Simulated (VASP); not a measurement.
Here is a VASP 6.6.1 calculation.

INCAR

```
SYSTEM = CsN2
PREC = Accurate ; ENCUT = 600
EDIFF = 1E-6 ; ISMEAR = 0
SIGMA = 0.1 ; LREAL = .False.
LASPH = .True. ; NELM = 150
ALGO = Normal ; ISIF = 3
LWAVE = .False. ; LCHARG = .False.
ISPIN = 2 ; MAGMOM = 0.2 2.49 2.49
LORBIT = 11 ; GGA = PE
IBRION = 2 ; NSW = 90
EDIFFG = -0.04
```

File KPOINTS:

```
regular mesh
0
Gamma
  6 6 6
  0 0 0
```

Contents of POSCAR:

```
CsN2
1.0
   -1.8023124826      1.8023124826      4.4212978088
    1.8023124826     -1.8023124826      4.4212978088
    1.8023124826      1.8023124826     -4.4212978088
Cs N
1 2
Direct
    0.0000000000      0.0000000000      0.0000000000
    0.6650000000      0.6650000000      0.0000000000
    0.3350000000      0.3350000000      0.0000000000
```

Potentials or basis: VASP PAW PBE potentials, release 64 (Cs_sv, N).

Run with:

```bash
$ cat potpaw_PBE.64/Cs_sv/POTCAR potpaw_PBE.64/N/POTCAR > POTCAR
$ mpirun -np 1 vasp_std > vasp.out
```

(1) Predict the net moment.

(2) What does it give for the band gap on the k mesh?

## Answers

(1) 5.00 μB per cell.

(2) 0.10 eV.

Caveat: spin-orbit coupling is left out, which moves the levels of the heavy elements.
